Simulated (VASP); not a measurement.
# BaS (Fm-3m) in VASP: settings compared

The runs below take BaS through single point, with PBE, HSE06.

Program: VASP 6.6.1. These are calculated values, not measurements. Logs are shortened: lines on timing, memory, paths and dates and some standing lists are left out, and cuts for length are marked.

## Step 1: The cell of the first run

The structure is cubic, space group Fm-3m (No. 225). The conventional cell has a = 6.388 Å, b = 6.388 Å, c = 6.388 Å, α = 90.00°, β = 90.00°, γ = 90.00°. Within 4.2 Å of Ba (site symmetry m-3m) lie 6 S at 3.19 Å. Within 4.2 Å of S (site symmetry m-3m) lie 6 Ba at 3.19 Å.

## Step 2: Single point, PBE, non-collinear spin, zero start, spin-orbit coupling

INCAR

```
PREC = Accurate
ENCUT = 520
EDIFF = 1E-6
ISMEAR = 1
SIGMA = 0.1
LREAL = F
LASPH = T
NELM = 150
ALGO = Normal
ISIF = 2
LWAVE = F
LCHARG = T
MAGMOM = 0 0 0 0 0 0
LORBIT = 11
LSORBIT = T
GGA_COMPAT = F
LORBMOM = T
GGA = PE
LVHAR = T
NBANDS = 28
```

KPOINTS

```
Automatic mesh
0
Gamma
  7 7 7
```

POSCAR

```
BaS
1.0
    0.0000000000      3.1937500000      3.1937500000
    3.1937500000      0.0000000000      3.1937500000
    3.1937500000      3.1937500000      0.0000000000
Ba S
1 1
Direct
    0.0000000000      0.0000000000      0.0000000000
    0.5000000000      0.5000000000      0.5000000000
```

Potentials or basis: VASP PAW PBE potentials, release 64 (Ba_sv, S).

Launch:

```console
> cat potpaw_PBE.64/Ba_sv/POTCAR potpaw_PBE.64/S/POTCAR > POTCAR
> mpirun -np 1 vasp_ncl > vasp.out
```

OUTCAR:

```text
PREC = Accurate
   ENCUT = 520
   EDIFF = 1E-6
   ISMEAR = 1
   LREAL = F
   LASPH = T
   NELM = 150
   ISIF = 2
   LORBIT = 11
   LSORBIT = T
   GGA = PE

 ion  position               nearest neighbor table
   1  0.000  0.000  0.000-   2 3.19   2 3.19   2 3.19   2 3.19   2 3.19   2 3.19
   2  0.500  0.500  0.500-   1 3.19   1 3.19   1 3.19   1 3.19   1 3.19   1 3.19

  LATTYP: Found a face centered cubic cell.
 ALAT       =     6.3875000000

  Lattice vectors:

 A1 = (   0.0000000000,   3.1937500000,   3.1937500000)
 A2 = (   3.1937500000,   0.0000000000,   3.1937500000)
 A3 = (   3.1937500000,   3.1937500000,   0.0000000000)

Analysis of symmetry for initial positions (statically):
=====================================================================
 Subroutine PRICEL returns:
 Original cell was already a primitive cell.

 Routine SETGRP: Setting up the symmetry group for a
 face centered cubic supercell.

 Subroutine GETGRP returns: Found 48 space group operations
 (whereof 48 operations were pure point group operations)
 out of a pool of 48 trial point group operations.

The static configuration has the point symmetry O_h .

Analysis of symmetry for dynamics (positions and initial velocities):
=====================================================================
 Subroutine PRICEL returns:
 Original cell was already a primitive cell.

 Routine SETGRP: Setting up the symmetry group for a
 face centered cubic supercell.

 Subroutine GETGRP returns: Found 48 space group operations
 (whereof 48 operations were pure point group operations)
 out of a pool of 48 trial point group operations.

The dynamic configuration has the point symmetry O_h .

Analysis of structural, dynamic, and magnetic symmetry:
=====================================================================
 Subroutine PRICEL returns:
 Original cell was already a primitive cell.

 Routine SETGRP: Setting up the symmetry group for a
 face centered cubic supercell.

 Subroutine GETGRP returns: Found 48 space group operations
 (whereof 48 operations were pure point group operations)
 out of a pool of 48 trial point group operations.

The overall configuration has the point symmetry O_h .

 Subroutine INISYM returns: Found 48 space group operations
 (whereof 48 operations are pure point group operations),
 and found     1 'primitive' translations

----------------------------------------------------------------------------------------

                                     Primitive cell

  volume of cell :      65.1527

  direct lattice vectors                    reciprocal lattice vectors
     0.000000000  3.193750000  3.193750000    -0.156555773  0.156555773  0.156555773
     3.193750000  0.000000000  3.193750000     0.156555773 -0.156555773  0.156555773
     3.193750000  3.193750000  0.000000000     0.156555773  0.156555773 -0.156555773

  length of vectors
     4.516644565  4.516644565  4.516644565     0.271162553  0.271162553  0.271162553

  position of ions in fractional coordinates (direct lattice)
     0.000000000  0.000000000  0.000000000
     0.500000000  0.500000000  0.500000000

  ion indices of the primitive-cell ions
   primitive index   ion index
                 1           1
                 2           2

----------------------------------------------------------------------------------------

 KPOINTS: Automatic mesh

Automatic generation of k-mesh.
 Grid dimensions read from file:
 generate k-points for:    7    7    7

 Generating k-lattice:

  Cartesian coordinates                     Fractional coordinates (reciprocal lattice)
    -0.022365110  0.022365110  0.022365110     0.142857143  0.000000000  0.000000000
[... 92 lines left out ...]
 number of electron      16.0000001 magnetization       0.0000000     -0.0000000      0.0000000

 number of electron      16.0000001 magnetization      -0.0000000     -0.0000000     -0.0000000

 number of electron      16.0000001 magnetization       0.0000000      0.0000000      0.0000000

 number of electron      16.0000001 magnetization       0.0000000     -0.0000000     -0.0000000

 Free energy of the ion-electron system (eV)
  ---------------------------------------------------
  ext. energy  EPLUGINS =         0.00000000
  ---------------------------------------------------
  free energy    TOTEN  =       -10.37996425 eV

  energy without entropy =      -10.38042205  energy(sigma->0) =      -10.38011685

 E-fermi :   1.5307     XC(G=0):  -8.6274

 val. band max:        1.5015516177   @ k =   0.0000   0.0000   0.0000
 cond. band min:       3.6175849475   @ k =   0.4286   0.4286   0.0000
 fundamental gap:      2.1160333298
 Fermi energy:         1.5307219686

 k-point     1 :       0.0000    0.0000    0.0000
  band No.  band energies     occupation
      1     -24.6223      1.00000
      2     -24.6223      1.00000
      3     -11.0216      1.00000
      4     -11.0216      1.00000
      5      -9.0547      1.00000
      6      -9.0547      1.00000
[... 609 lines left out ...]
     27      10.6105      0.00000
     28      10.6105      0.00000

------------------------ aborting loop because EDIFF is reached ----------------------------------------

  FORCE on cell =-STRESS in cart. coord.  units (eV):
  Direction    XX          YY          ZZ          XY          YZ          ZX
  --------------------------------------------------------------------------------------
  -------------------------------------------------------------------------------------
  Total        0.5755778      0.5755778      0.5755778      0.0000000      0.0000000      0.0000000
  in kB       14.1540863     14.1540863     14.1540863      0.0000000      0.0000000      0.0000000
  external PRESSURE =      14.1540863 kB  Pullay stress =       0.0000000 kB

 VOLUME and BASIS-vectors are now :
 -----------------------------------------------------------------------------
  energy-cutoff  :      520.00
  volume of cell :       65.15
      direct lattice vectors                 reciprocal lattice vectors
     0.000000000  3.193750000  3.193750000    -0.156555773  0.156555773  0.156555773
     3.193750000  0.000000000  3.193750000     0.156555773 -0.156555773  0.156555773
     3.193750000  3.193750000  0.000000000     0.156555773  0.156555773 -0.156555773

 POSITION                                       TOTAL-FORCE (eV/Angst)
 -----------------------------------------------------------------------------------
      0.00000      0.00000      0.00000         0.000000      0.000000      0.000000
      3.19375      3.19375      3.19375        -0.000000     -0.000000     -0.000000
 -----------------------------------------------------------------------------------
    total drift:                                0.000000      0.000000      0.000000

  FREE ENERGIE OF THE ION-ELECTRON SYSTEM (eV)
  ---------------------------------------------------
  free  energy   TOTEN  =       -10.3799642540 eV

  energy  without entropy=      -10.3804220481  energy(sigma->0) =      -10.38011685

 orbital moment (x)

 # of ion     p       d       tot
 ----------------------------------------
  1         0.000   0.000   0.000
  2         0.000   0.000   0.000
 ----------------------------------------
            0.000   0.000   0.000

 orbital moment (y)

 # of ion     p       d       tot
 ----------------------------------------
  1        -0.000   0.000   0.000
  2         0.000   0.000   0.000
 ----------------------------------------
           -0.000   0.000   0.000

 orbital moment (z)

 # of ion     p       d       tot
 ----------------------------------------
  1         0.000   0.000   0.000
  2         0.000   0.000   0.000
 ----------------------------------------
            0.000   0.000   0.000

 Spin-Orbit-Coupling matrix elements

 Ion:    1  E_soc:     -0.3889766
 l=   1
     0.0000000    -0.0646262    -0.0646262
    -0.0646262     0.0000000    -0.0646262
    -0.0646262    -0.0646262     0.0000000
 l=   2
     0.0000000    -0.0000136     0.0000000    -0.0000136    -0.0001896
    -0.0000136     0.0000000    -0.0001422    -0.0000136    -0.0000474
     0.0000000    -0.0001422     0.0000000    -0.0001422     0.0000000
    -0.0000136    -0.0000136    -0.0001422     0.0000000    -0.0000474
    -0.0001896    -0.0000474     0.0000000    -0.0000474     0.0000000
 l=   3
     0.0000000     0.0000000     0.0000000     0.0000000     0.0000000     0.0000000     0.0000000
     0.0000000     0.0000000     0.0000000     0.0000000     0.0000000     0.0000000     0.0000000
     0.0000000     0.0000000     0.0000000     0.0000000     0.0000000     0.0000000     0.0000000
     0.0000000     0.0000000     0.0000000     0.0000000     0.0000000     0.0000000     0.0000000
     0.0000000     0.0000000     0.0000000     0.0000000     0.0000000     0.0000000     0.0000000
     0.0000000     0.0000000     0.0000000     0.0000000     0.0000000     0.0000000     0.0000000
     0.0000000     0.0000000     0.0000000     0.0000000     0.0000000     0.0000000     0.0000000

 Ion:    2  E_soc:     -0.0024060
 l=   1
     0.0000000    -0.0004010    -0.0004010
    -0.0004010     0.0000000    -0.0004010
    -0.0004010    -0.0004010     0.0000000
 l=   2
     0.0000000     0.0000000     0.0000000     0.0000000     0.0000000
     0.0000000     0.0000000     0.0000000     0.0000000     0.0000000
     0.0000000     0.0000000     0.0000000     0.0000000     0.0000000
     0.0000000     0.0000000     0.0000000     0.0000000     0.0000000
     0.0000000     0.0000000     0.0000000     0.0000000     0.0000000
 l=   3
     0.0000000     0.0000000     0.0000000     0.0000000     0.0000000     0.0000000     0.0000000
     0.0000000     0.0000000     0.0000000     0.0000000     0.0000000     0.0000000     0.0000000
     0.0000000     0.0000000     0.0000000     0.0000000     0.0000000     0.0000000     0.0000000
     0.0000000     0.0000000     0.0000000     0.0000000     0.0000000     0.0000000     0.0000000
     0.0000000     0.0000000     0.0000000     0.0000000     0.0000000     0.0000000     0.0000000
     0.0000000     0.0000000     0.0000000     0.0000000     0.0000000     0.0000000     0.0000000
     0.0000000     0.0000000     0.0000000     0.0000000     0.0000000     0.0000000     0.0000000

 total charge

# of ion       s       p       d       tot
------------------------------------------
    1        2.011   5.618   0.278   7.907
    2        1.321   2.430   0.000   3.751
--------------------------------------------------
tot          3.332   8.048   0.278  11.657

 magnetization (x)

# of ion       s       p       d       tot
------------------------------------------
    1        0.000   0.000  -0.000   0.000
    2        0.000   0.000   0.000   0.000
--------------------------------------------------
tot          0.000   0.000  -0.000   0.000

 magnetization (y)

# of ion       s       p       d       tot
------------------------------------------
    1        0.000   0.000   0.000   0.000
    2        0.000  -0.000   0.000  -0.000
--------------------------------------------------
tot          0.000  -0.000   0.000   0.000

 magnetization (z)

# of ion       s       p       d       tot
------------------------------------------
    1        0.000  -0.000  -0.000   0.000
    2        0.000   0.000   0.000   0.000
--------------------------------------------------
tot          0.000  -0.000  -0.000   0.000
```

It took 45 s on 1 thread of Intel Xeon 6975P-C (Granite Rapids), shared host; peak memory 0.39 GiB.

Results:

| Quantity | Value |
| --- | --- |
| Free energy | -10.3800 eV |
| Pressure | 1.4 GPa |
| Net moment | 0.00 μB per cell |
| Valence electrons inside the program's atomic spheres | Ba 7.91; S 3.75 |

Moments on the atoms (μB; x, y, z):
```
Ba  0.00 0.00 0.00
S   0.00 0.00 0.00
```

## Step 3: Single point, HSE06

POSCAR is that of step 2.

INCAR.step1

```
SYSTEM = BaS
PREC     = Accurate       ! precision mode
ENCUT    = 520            ! plane-wave cutoff, eV
EDIFF    = 1E-5           ! SCF threshold, eV
ISMEAR   = -1             ! smearing method
SIGMA    = 0.1            ! smearing width, eV
LREAL    = .False.        ! projectors in reciprocal space
LASPH    = .True.         ! aspherical terms in the spheres
NELM     = 80             ! most SCF steps
ALGO     = Normal         ! electronic algorithm
ISIF     = 2              ! what is computed and relaxed
LWAVE    = .True.         ! write WAVECAR
LCHARG   = .False.        ! write CHGCAR
NBANDS   = 15             ! bands
GGA      = PE             ! functional
```

INCAR.step2

```
SYSTEM = BaS
PREC     = Accurate       ! precision mode
ENCUT    = 520            ! plane-wave cutoff, eV
EDIFF    = 1E-7           ! SCF threshold, eV
ISMEAR   = -1             ! smearing method
SIGMA    = 0.1            ! smearing width, eV
LREAL    = .False.        ! projectors in reciprocal space
LASPH    = .True.         ! aspherical terms in the spheres
NELM     = 80             ! most SCF steps
ALGO     = Normal         ! electronic algorithm
ISIF     = 2              ! what is computed and relaxed
LWAVE    = .False.        ! write WAVECAR
LCHARG   = .False.        ! write CHGCAR
GGA      = PE             ! functional
LHFCALC  = .True.         ! exact exchange
HFSCREEN = 0.2079         ! screening, 1/A
PRECFOCK = Normal       
NBANDS   = 15             ! bands
ISTART   = 1
```

KPOINTS

```
Automatic mesh
0
Gamma
  4 4 4
  0 0 0
```

Potentials or basis: VASP PAW PBE potentials, release 64 (Ba_sv, S).

Launch:

```console
> cat potpaw_PBE.64/Ba_sv/POTCAR potpaw_PBE.64/S/POTCAR > POTCAR
> cp INCAR.step1 INCAR
> mpirun -np 1 vasp_std > vasp.out
> cp INCAR.step2 INCAR
> mpirun -np 1 vasp_std > vasp.out
```

Run time: 4.8 min. Hardware: 1 thread of Intel Xeon 6975P-C (Granite Rapids), shared host; peak memory 0.32 GiB.

It converged, with:

* Free energy: -11.5403 eV
* Pressure: 1.0 GPa
* Band gap on the k mesh: 3.02 eV (least direct gap 3.18 eV)

Levels at points of the mesh, in eV from the valence-band top:
| k point | band 5 | band 6 | band 7 | band 8 | band 9 | band 10 | band 11 | band 12 |
| --- | --- | --- | --- | --- | --- | --- | --- | --- |
| (0.00, 0.00, 0.00) | -11.43 | 0.00 | 0.00 | 0.00 | 4.58 | 4.92 | 4.92 | 4.92 |
| (0.50, 0.00, 0.00) | -9.89 | -2.07 | -1.15 | -1.15 | 6.65 | 6.71 | 7.55 | 7.55 |
| (0.50, 0.50, 0.00) | -11.33 | -0.59 | -0.16 | -0.16 | 3.02 | 7.10 | 7.20 | 8.82 |

Caveat: the k points lie up to 0.43 Å⁻¹ apart; the PAW data sets were made with another functional, which shifts forces and pressure a little; spin-orbit coupling is left out, which moves the levels of the heavy elements.
